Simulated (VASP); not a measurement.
# Ge (P6/mmm) in VASP: further runs

Runs on Ge. Level: PBE. Tasks: relaxation of shape and atoms at fixed volume, relaxation of cell and atoms.

Everything below comes from runs of VASP 6.6.1. Logs are shortened: lines on timing, memory, paths and dates and some standing lists are left out, and cuts for length are marked.

## Step 1: The cell of the first run

The structure is hexagonal, space group P6/mmm (No. 191). Conventional cell: a = 3.722 Å, b = 3.722 Å, c = 2.090 Å, α = 90.00°, β = 90.00°, γ = 120.00°. Within 2.8 Å of Ge (site symmetry 6/mmm) lie 14 Ge at 2.09 to 2.39 Å. Within 2.8 Å of Ge (site symmetry -6m2) lie 11 Ge at 2.09 to 2.39 Å.

## Step 2: Relaxation of shape and atoms at fixed volume, PBE

File INCAR:

```
PREC = Accurate ; ENCUT = 600
EDIFF = 1E-6 ; ISMEAR = -1
SIGMA = 0.08 ; LREAL = F
LASPH = T ; NELM = 100
ALGO = Normal ; ISIF = 4
LWAVE = F ; LCHARG = F
GGA = PE ; IBRION = 2
NSW = 50 ; EDIFFG = -0.005
```

File KPOINTS:

```
regular mesh
0
Gamma
  8 8 10
```

File POSCAR:

```
Ge
1.0
    3.7217955685      0.0000000000      0.0000000000
   -1.8608977842      3.2231695100      0.0000000000
    0.0000000000      0.0000000000      2.0903256762
Ge
3
Direct
    0.0000000000      0.0000000000      0.0000000000
    0.3333333333      0.6666666667      0.5000000000
    0.6666666667      0.3333333333      0.5000000000
```

Potentials or basis: VASP PAW PBE potentials, release 64 (Ge_d).

Run with:

```sh
cat potpaw_PBE.64/Ge_d/POTCAR > POTCAR
mpirun -np 1 vasp_std > vasp.out
```

OUTCAR:

```text
PREC = Accurate
   ENCUT = 600
   EDIFF = 1E-6
   ISMEAR = -1
   LREAL = F
   LASPH = T
   NELM = 100
   ISIF = 4
   GGA = PE
   IBRION = 2
   NSW = 50
   EDIFFG = -0.005

 ion  position               nearest neighbor table
   1  0.000  0.000  0.000-   2 2.39   3 2.39   2 2.39   3 2.39   2 2.39   2 2.39   3 2.39   3 2.39
                             3 2.39   3 2.39   2 2.39   2 2.39
   2  0.333  0.667  0.500-   3 2.15   3 2.15   3 2.15   1 2.39   1 2.39   1 2.39   1 2.39   1 2.39
                             1 2.39
   3  0.667  0.333  0.500-   2 2.15   2 2.15   2 2.15   1 2.39   1 2.39   1 2.39   1 2.39   1 2.39
                             1 2.39

  LATTYP: Found a hexagonal cell.
 ALAT       =     3.7217955685
 C/A-ratio  =     0.5616444100

  Lattice vectors:

 A1 = (   3.7217955685,   0.0000000000,   0.0000000000)
 A2 = (  -1.8608977842,   3.2231695100,   0.0000000000)
 A3 = (   0.0000000000,   0.0000000000,   2.0903256762)

Analysis of symmetry for initial positions (statically):
=====================================================================
 Subroutine PRICEL returns:
 Original cell was already a primitive cell.

 Routine SETGRP: Setting up the symmetry group for a
 hexagonal supercell.

 Subroutine GETGRP returns: Found 24 space group operations
 (whereof 24 operations were pure point group operations)
 out of a pool of 24 trial point group operations.

The static configuration has the point symmetry D_6h.

Analysis of symmetry for dynamics (positions and initial velocities):
=====================================================================
 Subroutine PRICEL returns:
 Original cell was already a primitive cell.

 Routine SETGRP: Setting up the symmetry group for a
 hexagonal supercell.

 Subroutine GETGRP returns: Found 24 space group operations
 (whereof 24 operations were pure point group operations)
 out of a pool of 24 trial point group operations.

The dynamic configuration has the point symmetry D_6h.

 Subroutine INISYM returns: Found 24 space group operations
 (whereof 24 operations are pure point group operations),
 and found     1 'primitive' translations

----------------------------------------------------------------------------------------

                                     Primitive cell

  volume of cell :      25.0755

  direct lattice vectors                    reciprocal lattice vectors
     3.721795569  0.000000000  0.000000000     0.268687514  0.155126809  0.000000000
    -1.860897784  3.223169510  0.000000000     0.000000000  0.310253617  0.000000000
     0.000000000  0.000000000  2.090325676     0.000000000  0.000000000  0.478394353
[... 92 lines left out ...]
   ISIF   =      4    stress and relaxation
   ISYM   =      2    0-nonsym 1-usesym 2-fastsym
   POTIM  = 0.5000    time-step for ionic-motion
   TEBEG  =    0.0;   TEEND  =   0.0 temperature during run
   PSTRESS=    0.0 pullay stress
   NELECT =      42.0000    total number of electrons
   NUPDOWN=      -1.0000    fix difference up-down
   EMIN   =  10.00;   EMAX   =-10.00  energy-range for DOS
   EFERMI =   0.00;   METHOD = LEGACY
   ISMEAR =    -1;   SIGMA  =   0.08  broadening in eV -4-tet -1-fermi 0-gaus
   EFERMI_NEDOS =   21; number of points for ismear=-14 and -15
   IALGO  =     38    algorithm
   IMIX   =      4    mixing-type and parameters
     AMIX     =   0.40;   BMIX     =  1.00
     AMIX_MAG =   1.60;   BMIX_MAG =  1.00
  volume/ion in A,a.u.               =       8.36        56.41
  Fermi-wavevector in a.u.,A,eV,Ry     =   1.944202  3.674009 51.428954  3.779921
  Thomas-Fermi vector in A             =   2.973203
   LORBIT       =      0    0 simple, 1 ext, 2 COOP (PROOUT), +10 PAW based schemes
   GGA     = PE    functional components
   LHFCALC =     F    Hartree Fock is set to
   AEXX    =    0.0000 exact exchange contribution
   IVDW    =     0    specifies the selected vdW correction
   LEPSILON=     F    determine dielectric tensor
   LRPA    =     F    only Hartree local field effects (RPA)
 conjugate gradient relaxation of ions
 non-spin polarized calculation
  energy-cutoff  :      600.00
  volume of cell :       25.08
 maximum number of plane-waves:       867
 NGX is ok and might be reduce to    30
   NGX = 15   NGY = 15   NGZ =  9

--------------------------------------- Ionic step        1  -------------------------------------------

 number of electron      42.0000022 magnetization

 Free energy of the ion-electron system (eV)
  ---------------------------------------------------
  ext. energy  EPLUGINS =         0.00000000
  ---------------------------------------------------
  free energy    TOTEN  =         4.98128183 eV

  energy without entropy =        4.99861593  energy(sigma->0) =        4.98994888

------------------------ aborting loop because EDIFF is reached ----------------------------------------

  FORCE on cell =-STRESS in cart. coord.  units (eV):
  Direction    XX          YY          ZZ          XY          YZ          ZX
  --------------------------------------------------------------------------------------
  -------------------------------------------------------------------------------------
  Total       55.0166602     55.0166602     64.0468116      0.0000000      0.0000000     -0.0000000
  in kB     3515.2416843   3515.2416843   4092.2153605      0.0000001      0.0000000     -0.0000000
  external PRESSURE =    3707.5662430 kB  Pullay stress =       0.0000000 kB
[... 135 lines left out ...]
--------------------------------------- Ionic step        5  -------------------------------------------

 number of electron      41.9999982 magnetization

 Free energy of the ion-electron system (eV)
  ---------------------------------------------------
  ext. energy  EPLUGINS =         0.00000000
  ---------------------------------------------------
  free energy    TOTEN  =         4.82692244 eV

  energy without entropy =        4.84571684  energy(sigma->0) =        4.83631964

 E-fermi :  20.0361     XC(G=0): -16.1017

 val. band max:       19.9903360780   @ k =   0.0000   0.0000   0.5000
 cond. band min:      20.0364871820   @ k =   0.3750   0.2500   0.3000
 fundamental gap:      0.0461511040
 Fermi energy:        20.0360979519

 k-point     1 :       0.0000    0.0000    0.0000
  band No.  band energies     occupation
      1      -7.5105      2.00000
      2      -6.9467      2.00000
      3      -6.8408      2.00000
      4      -6.7240      2.00000
      5      -6.7240      2.00000
      6      -6.5263      2.00000
[... 661 lines left out ...]
     24      27.5605      0.00000
     25      28.6380      0.00000

 [... further k-points ...]
[... 5 lines left out ...]
  --------------------------------------------------------------------------------------
  -------------------------------------------------------------------------------------
  Total       57.6915780     57.6915780     57.6800984      0.0000000      0.0000000     -0.0000000
  in kB     3686.1532340   3686.1532340   3685.4197559      0.0000001      0.0000000     -0.0000000
  external PRESSURE =    3685.9087413 kB  Pullay stress =       0.0000000 kB
[... 18 lines left out ...]
  FREE ENERGIE OF THE ION-ELECTRON SYSTEM (eV)
  ---------------------------------------------------
  free  energy   TOTEN  =         4.8269224423 eV

  energy  without entropy=        4.8457168404  energy(sigma->0) =        4.83631964

 reached required accuracy - stopping structural energy minimisation
```

OSZICAR:

```text
N       E                     dE             d eps       ncg     rms          rms(c)
DAV:   1     0.274117228402E+03    0.27412E+03   -0.21609E+04  3656   0.602E+03
DAV:   2     0.361750273502E+02   -0.23794E+03   -0.23400E+03  3001   0.655E+02
DAV:   3     0.502400516946E+01   -0.31151E+02   -0.30704E+02  3299   0.182E+02
[... 38 lines left out ...]
DAV:   1     0.482653596233E+01   -0.42451E-03   -0.66595E-03  4547   0.893E-01    0.118E-01
DAV:   2     0.482679642367E+01    0.26046E-03   -0.38454E-04  4076   0.477E-01    0.702E-02
DAV:   3     0.482692407297E+01    0.12765E-03   -0.27770E-04  4838   0.328E-01    0.871E-03
DAV:   4     0.482692237366E+01   -0.16993E-05   -0.28973E-05  3767   0.809E-02    0.559E-03
DAV:   5     0.482692244230E+01    0.68637E-07   -0.62461E-07  2036   0.277E-02
   5 F= 0.48269224E+01 E0= 0.48363196E+01  d E =-.154359E+00
```

CONTCAR:

```text
Ge
   1.00000000000000
     3.6495320868417793    0.0000000000208977   -0.0000000000000000
    -1.8247660433537627    3.1605874990982188    0.0000000000000000
     0.0000000000000000    0.0000000000000000    2.1739252725701412
  Ge
     3
Direct
     0.0000000000000000    1.0000000000000000    0.0000000000000000
     0.3333333332999970    0.6666666667000030    0.5000000000000000
     0.6666666667000030    0.3333333332999970    0.5000000000000000

  0.00000000E+00  0.00000000E+00  0.00000000E+00
  0.00000000E+00  0.00000000E+00  0.00000000E+00
  0.00000000E+00  0.00000000E+00  0.00000000E+00
```

Wall time 80 s (1 thread of Intel Xeon 6975P-C (Granite Rapids), shared host); peak memory 0.16 GiB.

Results:

- Free energy: 4.8269 eV
- Energy gained by relaxing: 51.5 meV/atom
- Ionic steps: 5
- Pressure after relaxing: 368.6 GPa
- Band gap on the k mesh: zero (band 21 reaches 24.29 eV, above the bottom of band 22 at 14.08 eV)

Step by step:
```csv
step,energy change (eV),largest force (eV/Å),pressure (GPa),volume (Å³)
1,0.0000,0.0000,370.76,25.08
2,0.1233,0.0000,371.57,25.08
3,-0.1539,0.0000,368.54,25.08
4,-0.1543,0.0000,368.59,25.08
5,-0.1544,0.0000,368.59,25.08
```

Final structure:
```
CELL_PARAMETERS angstrom
3.64953 0.00000 0.00000
-1.82477 3.16059 0.00000
0.00000 0.00000 2.17393
ATOMIC_POSITIONS crystal
Ge 0.00000 0.00000 0.00000
Ge 0.33333 0.66667 0.50000
Ge 0.66667 0.33333 0.50000
```

Levels at points of the mesh, in eV from the Fermi level:
| k point | band 18 | band 19 | band 20 | band 21 | band 22 | band 23 | band 24 | band 25 |
| --- | --- | --- | --- | --- | --- | --- | --- | --- |
| (0.00, 0.00, 0.00) | -7.87 | -7.84 | -7.84 | -6.16 | -5.96 | 7.07 | 12.59 | 20.45 |
| (0.50, 0.00, 0.00) | -12.55 | -9.85 | 3.94 | 3.94 | 4.32 | 4.40 | 9.04 | 11.61 |
| (0.00, 0.00, 0.50) | -1.97 | -1.97 | -1.90 | -0.37 | -0.05 | -0.05 | 1.32 | 1.32 |
| (0.50, 0.00, 0.50) | -10.15 | -9.63 | -4.68 | -3.19 | -2.24 | -2.07 | 9.80 | 10.16 |

## Step 3: Relaxation of shape and atoms at fixed volume, PBE

This run uses another cell than the first one, of 11.27 Å³/atom, 1.349 times its volume.

INCAR is that of step 2.

File KPOINTS:

```
Automatic mesh
0
Gamma
  8 8 10
```

File POSCAR:

```
Ge
1.0
    4.1121823096      0.0000000000      0.0000000000
   -2.0560911548      3.5612543451      0.0000000000
    0.0000000000      0.0000000000      2.3095842070
Ge
3
Direct
    0.0000000000      0.0000000000      0.0000000000
    0.3333333333      0.6666666667      0.5000000000
    0.6666666667      0.3333333333      0.5000000000
```

Potentials or basis: VASP PAW PBE potentials, release 64 (Ge_d).

Run with:

```sh
cat potpaw_PBE.64/Ge_d/POTCAR > POTCAR
mpirun -np 1 vasp_std > vasp.out
```

Run time: 6.4 min. Hardware: 1 thread of Intel Xeon 8259CL, shared host; peak memory 0.19 GiB.

The run converged. Its results:

- Free energy: -7.0991 eV
- Energy gained by relaxing: 17.2 meV/atom
- Ionic steps: 17
- Pressure after relaxing: 119.2 GPa
- Band gap on the k mesh: zero (band 21 reaches 17.08 eV, above the bottom of band 22 at 8.10 eV)

Stress tensor (GPa, compression positive):
```
119.19   0.00   0.00
  0.00 119.19   0.00
  0.00   0.00 119.26
```

Step by step:
| step | energy change (eV) | largest force (eV/Å) | pressure (GPa) | volume (Å³) |
| --- | --- | --- | --- | --- |
| 1 | 0.0000 | 0.0000 | 120.40 | 33.82 |
| 2 | -0.0482 | 0.0000 | 118.96 | 33.82 |
| 3 | -0.0507 | 0.0000 | 119.15 | 33.82 |
| 4 | -0.0517 | 0.0000 | 119.23 | 33.82 |
| 5 | -0.0517 | 0.0000 | 119.22 | 33.82 |
| 6 | -0.0517 | 0.0000 | 119.21 | 33.82 |
| 7 | -0.0517 | 0.0000 | 119.21 | 33.82 |
| 8 | -0.0517 | 0.0000 | 119.22 | 33.82 |
| 9 | -0.0517 | 0.0000 | 119.22 | 33.82 |
| 10 | -0.0517 | 0.0000 | 119.22 | 33.82 |
| 11 | -0.0517 | 0.0000 | 119.22 | 33.82 |
| 12 | -0.0517 | 0.0000 | 119.22 | 33.82 |
| 13 | -0.0517 | 0.0000 | 119.21 | 33.82 |
| 14 | -0.0517 | 0.0000 | 119.21 | 33.82 |
| 15 | -0.0517 | 0.0000 | 119.21 | 33.82 |
| 16 | -0.0517 | 0.0000 | 119.21 | 33.82 |
| 17 | -0.0517 | 0.0000 | 119.21 | 33.82 |

Final structure:
```xyz
3
Lattice="4.0554 0.0000 0.0000 -2.0277 3.5121 0.0000 0.0000 0.0000 2.3747" Properties=species:S:1:pos:R:3 pbc="T T T"
Ge    0.0000    0.0000    0.0000
Ge    0.0000    2.3414    1.1873
Ge    2.0277    1.1707    1.1873
```

Levels at points of the mesh, in eV from the Fermi level:
```csv
k point,band 19,band 20,band 21,band 22,band 23,band 24
"(0.00, 0.00, 0.00)",-5.99,-5.99,-5.91,-5.91,6.58,10.96
"(0.50, 0.00, 0.00)",-9.07,2.69,2.83,3.43,3.58,7.08
"(0.00, 0.00, 0.50)",-1.27,-1.27,-0.98,0.56,0.56,0.60
"(0.50, 0.00, 0.50)",-7.95,-3.31,-2.89,-2.69,-1.03,7.51
```

(Continued in part 2 of 2.)
